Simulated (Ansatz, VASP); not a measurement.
One calculation of CuO, two programs

```xyz
2
Lattice="0.0000 2.1166 2.1166 2.1166 0.0000 2.1166 2.1166 2.1166 0.0000" Properties=species:S:1:pos:R:3 pbc="T T T"
Cu    1.9814    1.9843    0.1219
O     2.2518    2.2488    1.9946
```

Alike in both runs: task relaxation of cell and atoms; functional LDA; k mesh 9 × 9 × 9; occupations fermi-dirac, width 0.05 eV; no spin polarisation.

```csv
,VASP,Ansatz
version,VASP 6.6.1,Ansatz 0.2.0
potentials or method,"VASP PAW LDA potentials, release 64 (Cu, O), cutoff 600 eV","all-electron LAPW, scalar-relativistic"
```

```csv
,VASP,Ansatz,Ansatz less VASP
relaxed volume (Å³/atom),8.78,8.76,-0.016
relaxed length of the cell vector where the two differ most in proportion (Å),2.917,2.915,-0.0022
```

LDA's correlation is that of Perdew and Zunger in VASP and of Perdew and Wang (1992) in Ansatz. Ansatz ran all-electron here, and VASP with PAW potentials.

Noted on Ansatz's run: the k mesh is thin for a metal, which can move the energy by tens of meV per atom.
